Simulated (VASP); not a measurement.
# SnO2 (Pbcn) in VASP: further runs

The runs below take SnO2 through single point, with PBEsol, PBE.

All numbers are computed with VASP 6.6.1; they aren't measurements. Logs are shortened: lines on timing, memory, paths and dates and some standing lists are left out, and cuts for length are marked.

## (1) The cell of the first run

It takes space group Pbcn (No. 60, orthorhombic). Conventional cell: a = 4.743 Å, b = 5.751 Å, c = 5.248 Å, α = 90.00°, β = 90.00°, γ = 90.00°. Within 2.7 Å of Sn (site symmetry 2) lie 6 O at 2.04 to 2.11 Å. Within 2.7 Å of O (site symmetry 1) lie 3 Sn at 2.04 to 2.11 Å and 1 O at 2.63 Å.

## (2) Single point, PBEsol

Contents of INCAR:

```
  PREC = Accurate
  ENCUT = 520
  EDIFF = 1E-6
  ISMEAR = -1
  SIGMA = 0.02
  LREAL = False
  LASPH = True
  NELM = 100
  ALGO = Normal
  ISIF = 2
  LWAVE = False
  LCHARG = True
  GGA = PS
  LELF = True
  LVHAR = True
  NBANDS = 64
```

Contents of KPOINTS:

```
regular mesh
0
Gamma
  6 4 4
```

Contents of POSCAR:

```
SnO2
1.0
    4.7427910692      0.0000000000      0.0000000000
    0.0000000000      5.7513713171      0.0000000000
    0.0000000000      0.0000000000      5.2484946166
Sn O
4 8
Direct
    0.5000000000      0.6664045669      0.7500000000
    0.0000000000      0.8335954331      0.2500000000
    0.5000000000      0.3335954331      0.2500000000
    0.0000000000      0.1664045669      0.7500000000
    0.7308877661      0.6055726890      0.0777251932
    0.2308877661      0.8944273110      0.9222748068
    0.7691122339      0.8944273110      0.5777251932
    0.2691122339      0.6055726890      0.4222748068
    0.7308877661      0.3944273110      0.5777251932
    0.2308877661      0.1055726890      0.4222748068
    0.7691122339      0.1055726890      0.0777251932
    0.2691122339      0.3944273110      0.9222748068
```

Potentials or basis: VASP PAW PBE potentials, release 64 (Sn_d, O).

Command:

```bash
cat potpaw_PBE.64/Sn_d/POTCAR potpaw_PBE.64/O/POTCAR > POTCAR
mpirun -np 1 vasp_std > vasp.out
```

OUTCAR:

```text
PREC = Accurate
   ENCUT = 520
   EDIFF = 1E-6
   ISMEAR = -1
   LREAL = False
   LASPH = True
   NELM = 100
   ISIF = 2
   GGA = PS

 ion  position               nearest neighbor table
   1  0.500  0.666  0.750-   6 2.04   7 2.04   5 2.07   8 2.07   9 2.11  12 2.11   3 3.25   3 3.25
                             2 3.67   2 3.67   2 3.67   2 3.67   4 3.73   4 3.73   4 3.73   4 3.73
   2  0.000  0.834  0.250-   5 2.04   8 2.04   7 2.07   6 2.07  10 2.11  11 2.11   4 3.25   4 3.25
                             1 3.67   1 3.67   1 3.67   1 3.67   3 3.73   3 3.73   3 3.73   3 3.73
   3  0.500  0.334  0.250-  10 2.04  11 2.04   9 2.07  12 2.07   5 2.11   8 2.11   1 3.25   1 3.25
                             4 3.67   4 3.67   4 3.67   4 3.67   2 3.73   2 3.73   2 3.73   2 3.73
   4  0.000  0.166  0.750-   9 2.04  12 2.04  11 2.07  10 2.07   6 2.11   7 2.11   2 3.25   2 3.25
                             3 3.67   3 3.67   3 3.67   3 3.67   1 3.73   1 3.73   1 3.73   1 3.73
   5  0.731  0.606  0.078-   2 2.04   1 2.07   3 2.11
   6  0.231  0.894  0.922-   1 2.04   2 2.07   4 2.11
   7  0.769  0.894  0.578-   1 2.04   2 2.07   4 2.11
   8  0.269  0.606  0.422-   2 2.04   1 2.07   3 2.11
   9  0.731  0.394  0.578-   4 2.04   3 2.07   1 2.11
  10  0.231  0.106  0.422-   3 2.04   4 2.07   2 2.11
  11  0.769  0.106  0.078-   3 2.04   4 2.07   2 2.11
  12  0.269  0.394  0.922-   4 2.04   3 2.07   1 2.11

  LATTYP: Found a simple orthorhombic cell.
 ALAT       =     4.7427910692
 B/A-ratio  =     1.1066257273
 C/A-ratio  =     1.2126554245

  Lattice vectors:

 A1 = (  -4.7427910692,   0.0000000000,   0.0000000000)
 A2 = (   0.0000000000,   0.0000000000,   5.2484946166)
 A3 = (   0.0000000000,   5.7513713171,   0.0000000000)

Analysis of symmetry for initial positions (statically):
=====================================================================
 Subroutine PRICEL returns:
 Original cell was already a primitive cell.

 Routine SETGRP: Setting up the symmetry group for a
 simple orthorhombic supercell.

 Subroutine GETGRP returns: Found  8 space group operations
 (whereof  2 operations were pure point group operations)
 out of a pool of  8 trial point group operations.

The static configuration has the point symmetry S_2 .
 The point group associated with its full space group is D_2h.

Analysis of symmetry for dynamics (positions and initial velocities):
=====================================================================
 Subroutine PRICEL returns:
 Original cell was already a primitive cell.

 Routine SETGRP: Setting up the symmetry group for a
 simple orthorhombic supercell.

 Subroutine GETGRP returns: Found  8 space group operations
 (whereof  2 operations were pure point group operations)
 out of a pool of  8 trial point group operations.

The dynamic configuration has the point symmetry S_2 .
 The point group associated with its full space group is D_2h.

 Subroutine INISYM returns: Found  8 space group operations
 (whereof  2 operations are pure point group operations),
 and found     1 'primitive' translations

----------------------------------------------------------------------------------------

                                     Primitive cell

  volume of cell :     143.1661

  direct lattice vectors                    reciprocal lattice vectors
     4.742791069  0.000000000  0.000000000     0.210846311  0.000000000  0.000000000
     0.000000000  5.751371317  0.000000000     0.000000000  0.173871577  0.000000000
     0.000000000  0.000000000  5.248494617     0.000000000  0.000000000  0.190530823

  length of vectors
     4.742791069  5.751371317  5.248494617     0.210846311  0.173871577  0.190530823

  position of ions in fractional coordinates (direct lattice)
     0.500000000  0.666404567  0.750000000
     0.000000000  0.833595433  0.250000000
     0.500000000  0.333595433  0.250000000
     0.000000000  0.166404567  0.750000000
     0.730887766  0.605572689  0.077725193
     0.230887766  0.894427311  0.922274807
     0.769112234  0.894427311  0.577725193
     0.269112234  0.605572689  0.422274807
     0.730887766  0.394427311  0.577725193
     0.230887766  0.105572689  0.422274807
     0.769112234  0.105572689  0.077725193
     0.269112234  0.394427311  0.922274807

  ion indices of the primitive-cell ions
   primitive index   ion index
                 1           1
                 2           2
                 3           3
                 4           4
                 5           5
                 6           6
                 7           7
                 8           8
                 9           9
                10          10
                11          11
                12          12

----------------------------------------------------------------------------------------

 KPOINTS: regular mesh

Automatic generation of k-mesh.
 Grid dimensions read from file:
 generate k-points for:    6    4    4

 Generating k-lattice:

  Cartesian coordinates                     Fractional coordinates (reciprocal lattice)
     0.035141052  0.000000000  0.000000000     0.166666667  0.000000000  0.000000000
     0.000000000  0.043467894  0.000000000     0.000000000  0.250000000  0.000000000
     0.000000000  0.000000000  0.047632706     0.000000000  0.000000000  0.250000000

  Length of vectors
     0.035141052  0.043467894  0.047632706

  Shift w.r.t. Gamma in fractional coordinates (k-lattice)
     0.000000000  0.000000000  0.000000000

 Subroutine IBZKPT returns following result:
 ===========================================

 Found     36 irreducible k-points:

 Following reciprocal coordinates:
            Coordinates               Weight
  0.000000  0.000000  0.000000      1.000000
  0.166667  0.000000  0.000000      2.000000
  0.333333  0.000000  0.000000      2.000000
  0.500000  0.000000  0.000000      1.000000
  0.000000  0.250000  0.000000      2.000000
  0.166667  0.250000  0.000000      4.000000
[... 16 lines left out ...]
  0.333333  0.500000  0.250000      4.000000
  0.500000  0.500000  0.250000      2.000000
 [... further k-points ...]
   k-points           NKPTS =     36   k-points in BZ     NKDIM =     36   number of bands    NBANDS=     64
   number of dos      NEDOS =    301   number of ions     NIONS =     12
   total plane-waves  NPLWV =  69120
   dimension x,y,z NGX =    36 NGY =   48 NGZ =   40
   dimension x,y,z NGXF=    72 NGYF=   96 NGZF=   80
   ions per type =               4   8
   NGX,Y,Z   is equivalent  to a cutoff of  12.62, 13.87, 12.67 a.u.
   NGXF,Y,Z  is equivalent  to a cutoff of  25.24, 27.75, 25.34 a.u.
 SYSTEM =  unknown system
   PREC   = accura    normal or accurate (medium, high low for compatibility)
   ISTART =      0    job   : 0-new  1-cont  2-samecut
   ICHARG =      2    charge: 1-file 2-atom 10-const
   ISPIN  =      1    spin polarized calculation?
   LNONCOLLINEAR =      F non collinear calculations
   LSORBIT =      F    spin-orbit coupling
   LASPH  =      T    aspherical Exc in radial PAW
   ENCUT  =  520.0 eV  38.22 Ry    6.18 a.u.   8.82 10.69  9.76*2*pi/ulx,y,z
   NELM   =    100;   NELMIN=  2; NELMDL= -5     # of ELM steps
   EDIFF  = 0.1E-05   stopping-criterion for ELM
   LREAL  =      F    real-space projection
   EDIFFG = 0.1E-04   stopping-criterion for IOM
   NSW    =      0    number of steps for IOM
   IBRION =     -1    ionic relax: 0-MD 1-quasi-New 2-CG
   NFREE  =      0    steps in history (QN), initial steepest desc. (CG)
   ISIF   =      2    stress and relaxation
   ISYM   =      2    0-nonsym 1-usesym 2-fastsym
   POTIM  = 0.5000    time-step for ionic-motion
   TEBEG  =    0.0;   TEEND  =   0.0 temperature during run
   PSTRESS=    0.0 pullay stress
   NELECT =     104.0000    total number of electrons
   NUPDOWN=      -1.0000    fix difference up-down
   EMIN   =  10.00;   EMAX   =-10.00  energy-range for DOS
   EFERMI =   0.00;   METHOD = LEGACY
   ISMEAR =    -1;   SIGMA  =   0.02  broadening in eV -4-tet -1-fermi 0-gaus
   EFERMI_NEDOS =   21; number of points for ismear=-14 and -15
   IALGO  =     38    algorithm
   IMIX   =      4    mixing-type and parameters
     AMIX     =   0.40;   BMIX     =  1.00
     AMIX_MAG =   1.60;   BMIX_MAG =  1.00
  volume/ion in A,a.u.               =      11.93        80.51
  Fermi-wavevector in a.u.,A,eV,Ry     =   1.471655  2.781024 29.467052  2.165767
  Thomas-Fermi vector in A             =   2.586764
   LORBIT       =      0    0 simple, 1 ext, 2 COOP (PROOUT), +10 PAW based schemes
   GGA     = PS    functional components
   LHFCALC =     F    Hartree Fock is set to
   AEXX    =    0.0000 exact exchange contribution
   IVDW    =     0    specifies the selected vdW correction
   LEPSILON=     F    determine dielectric tensor
   LRPA    =     F    only Hartree local field effects (RPA)
 non-spin polarized calculation
  energy-cutoff  :      520.00
  volume of cell :      143.17
 maximum number of plane-waves:      3894
 NGX is ok and might be reduce to    36
   NGX = 17   NGY = 21   NGZ = 19

 number of electron     103.9999996 magnetization

 Free energy of the ion-electron system (eV)
  ---------------------------------------------------
  ext. energy  EPLUGINS =         0.00000000
  ---------------------------------------------------
  free energy    TOTEN  =       -79.16804982 eV

  energy without entropy =      -79.16804982  energy(sigma->0) =      -79.16804982

 E-fermi :   6.2279     XC(G=0): -11.5730

 val. band max:        5.6910513687   @ k =   0.3333   0.0000   0.0000
 cond. band min:       6.9450730942   @ k =   0.0000   0.0000   0.0000
 fundamental gap:      1.2540217256
 Fermi energy:         6.2278941456

 k-point     1 :       0.0000    0.0000    0.0000
  band No.  band energies     occupation
      1     -14.8659      2.00000
      2     -14.7313      2.00000
      3     -14.6480      2.00000
      4     -14.3540      2.00000
      5     -14.2270      2.00000
      6     -14.0619      2.00000
[... 56 lines left out ...]
     63      16.3548      0.00000
     64      16.8382      0.00000

 k-point     2 :       0.1667    0.0000    0.0000
  band No.  band energies     occupation
      1     -14.8600      2.00000
      2     -14.6663      2.00000
      3     -14.6343      2.00000
      4     -14.3778      2.00000
      5     -14.3311      2.00000
      6     -14.0692      2.00000
[... 56 lines left out ...]
     63      16.4654      0.00000
     64      16.6474      0.00000

 k-point     3 :       0.3333    0.0000    0.0000
  band No.  band energies     occupation
      1     -14.8075      2.00000
      2     -14.5917      2.00000
      3     -14.5182      2.00000
      4     -14.5155      2.00000
      5     -14.4419      2.00000
      6     -14.1594      2.00000
[... 1396 lines left out ...]
     63      16.3387      0.00000
     64      16.5003      0.00000

 k-point    24 :       0.5000    0.5000    0.2500
  band No.  band energies     occupation
      1     -14.7929      2.00000
      2     -14.7929      2.00000
      3     -14.5037      2.00000
      4     -14.5037      2.00000
      5     -14.2512      2.00000
      6     -14.2512      2.00000
[... 56 lines left out ...]
     63      16.3964      0.00000
     64      16.3964      0.00000

 [... further k-points ...]
[... 5 lines left out ...]
  --------------------------------------------------------------------------------------
  -------------------------------------------------------------------------------------
  Total        0.5270830      0.5422614      0.6615384      0.0000000      0.0000000      0.0000000
  in kB        5.8986072      6.0684685      7.4033022      0.0000000      0.0000000      0.0000000
  external PRESSURE =       6.4567926 kB  Pullay stress =       0.0000000 kB

 VOLUME and BASIS-vectors are now :
 -----------------------------------------------------------------------------
  energy-cutoff  :      520.00
  volume of cell :      143.17
      direct lattice vectors                 reciprocal lattice vectors
     4.742791069  0.000000000  0.000000000     0.210846311  0.000000000  0.000000000
     0.000000000  5.751371317  0.000000000     0.000000000  0.173871577  0.000000000
     0.000000000  0.000000000  5.248494617     0.000000000  0.000000000  0.190530823

 POSITION                                       TOTAL-FORCE (eV/Angst)
 -----------------------------------------------------------------------------------
      2.37140      3.83274      3.93637        -0.000000      0.019554      0.000000
      0.00000      4.79432      1.31212        -0.000000     -0.019554      0.000000
      2.37140      1.91863      1.31212        -0.000000     -0.019554      0.000000
      0.00000      0.95705      3.93637        -0.000000      0.019554      0.000000
      3.46645      3.48287      0.40794         0.012051     -0.003609      0.003907
      1.09505      5.14418      4.84055         0.012051      0.003609     -0.003907
      3.64774      5.14418      3.03219        -0.012051      0.003609      0.003907
      1.27634      3.48287      2.21631        -0.012051     -0.003609     -0.003907
      3.46645      2.26850      3.03219         0.012051      0.003609      0.003907
      1.09505      0.60719      2.21631         0.012051     -0.003609     -0.003907
      3.64774      0.60719      0.40794        -0.012051     -0.003609      0.003907
      1.27634      2.26850      4.84055        -0.012051      0.003609     -0.003907
 -----------------------------------------------------------------------------------
    total drift:                                0.000000      0.000000      0.000000

  FREE ENERGIE OF THE ION-ELECTRON SYSTEM (eV)
  ---------------------------------------------------
  free  energy   TOTEN  =       -79.1680498190 eV

  energy  without entropy=      -79.1680498190  energy(sigma->0) =      -79.16804982
```

It took 5.9 min on 1 thread of Intel Xeon Platinum 8375C at 2.90GHz (Ice Lake), shared host; peak memory 0.39 GiB.

Results:

| Property | Result |
| --- | --- |
| Free energy | -79.1680 eV |
| Pressure | 0.6 GPa |
| Largest force | 0.020 eV/Å |
| Band gap on the k mesh | 1.25 eV, indirect (the least direct gap lies 0.9 meV higher) |

Forces in eV/Å, atoms in the order of the input:
```
Sn   0.000  0.020  0.000
Sn   0.000 -0.020  0.000
Sn   0.000 -0.020  0.000
Sn   0.000  0.020  0.000
O    0.012 -0.004  0.004
O    0.012  0.004 -0.004
O   -0.012  0.004  0.004
O   -0.012 -0.004 -0.004
O    0.012  0.004  0.004
O    0.012 -0.004 -0.004
O   -0.012 -0.004  0.004
O   -0.012  0.004 -0.004
```

Caveat: the PAW data sets were made with another functional, which shifts forces and pressure a little; spin-orbit coupling is left out, which moves the levels of the heavy elements.

## (3) Single point, PBE

This run uses another cell than the first one, of 12.33 Å³/atom, 1.034 times its volume.

Contents of INCAR:

```
SYSTEM = SnO2
  PREC = Accurate
  ENCUT = 520
  EDIFF = 1E-7
  ISMEAR = -1
  SIGMA = 0.02
  LREAL = .False.
  LASPH = .True.
  NELM = 100
  ALGO = Normal
  ISIF = 2
  LWAVE = .False.
  LCHARG = .True.
  GGA = PE
  LELF = .True.
  LVHAR = .True.
  NBANDS = 64
```

Contents of KPOINTS:

```
regular mesh
0
Gamma
  6 4 4
  0 0 0
```

Contents of POSCAR:

```
SnO2
1.0
    4.7888098445      0.0000000000      0.0000000000
    0.0000000000      5.8243261805      0.0000000000
    0.0000000000      0.0000000000      5.3056783205
Sn O
4 8
Direct
    0.5000000000      0.6651466104      0.7500000000
    0.0000000000      0.8348533896      0.2500000000
    0.5000000000      0.3348533896      0.2500000000
    0.0000000000      0.1651466104      0.7500000000
    0.7301524828      0.6070682488      0.0781666555
    0.2301524828      0.8929317512      0.9218333445
    0.7698475172      0.8929317512      0.5781666555
    0.2698475172      0.6070682488      0.4218333445
    0.7301524828      0.3929317512      0.5781666555
    0.2301524828      0.1070682488      0.4218333445
    0.7698475172      0.1070682488      0.0781666555
    0.2698475172      0.3929317512      0.9218333445
```

Potentials or basis: VASP PAW PBE potentials, release 64 (Sn_d, O).

Command:

```bash
cat potpaw_PBE.64/Sn_d/POTCAR potpaw_PBE.64/O/POTCAR > POTCAR
mpirun -np 1 vasp_std > vasp.out
```

It took 6.8 min on 1 thread of Intel Xeon Platinum 8375C at 2.90GHz (Ice Lake), shared host; peak memory 0.39 GiB.

Results (log left out):

```
Free energy            : -74.4047 eV
Pressure               : 0.6 GPa
Largest force          : 0.015 eV/Å
Band gap on the k mesh : 0.98 eV, indirect (least direct gap 1.00 eV)
```

Forces in eV/Å, atoms in the order of the input:
```
Sn   0.000  0.015  0.000
Sn   0.000 -0.015  0.000
Sn   0.000 -0.015  0.000
Sn   0.000  0.015  0.000
O    0.011 -0.004  0.005
O    0.011  0.004 -0.005
O   -0.011  0.004  0.005
O   -0.011 -0.004 -0.005
O    0.011  0.004  0.005
O    0.011 -0.004 -0.005
O   -0.011 -0.004  0.005
O   -0.011  0.004 -0.005
```

Stress tensor (GPa, compression positive):
```
0.56 0.00 0.00
0.00 0.58 0.00
0.00 0.00 0.70
```

Levels at points of the mesh, in eV from the valence-band top:
```tsv
k point	band 48	band 49	band 50	band 51	band 52	band 53	band 54	band 55	band 56	band 57
(0.00, 0.00, 0.00)	-0.60	-0.56	-0.15	-0.10	-0.01	0.98	5.76	5.86	6.60	6.64
(0.50, 0.00, 0.00)	-0.84	-0.25	-0.25	-0.04	-0.04	4.17	4.17	4.92	4.92	8.18
(0.00, 0.50, 0.00)	-1.01	-0.85	-0.85	-0.08	-0.08	3.70	3.70	6.48	6.48	8.48
(0.50, 0.50, 0.00)	-0.65	-0.56	-0.56	-0.17	-0.17	4.59	4.59	5.69	5.69	8.37
(0.00, 0.00, 0.50)	-0.70	-0.22	-0.22	-0.17	-0.17	4.07	4.07	5.83	5.83	7.51
(0.50, 0.00, 0.50)	-0.84	-0.21	-0.21	-0.21	-0.21	4.62	4.62	4.62	4.62	8.03
(0.00, 0.50, 0.50)	-1.11	-0.29	-0.29	-0.29	-0.29	5.14	5.14	5.14	5.14	8.52
(0.50, 0.50, 0.50)	-1.03	-0.33	-0.33	-0.33	-0.33	5.04	5.04	5.04	5.04	8.39
```

Caveat: spin-orbit coupling is left out, which moves the levels of the heavy elements.
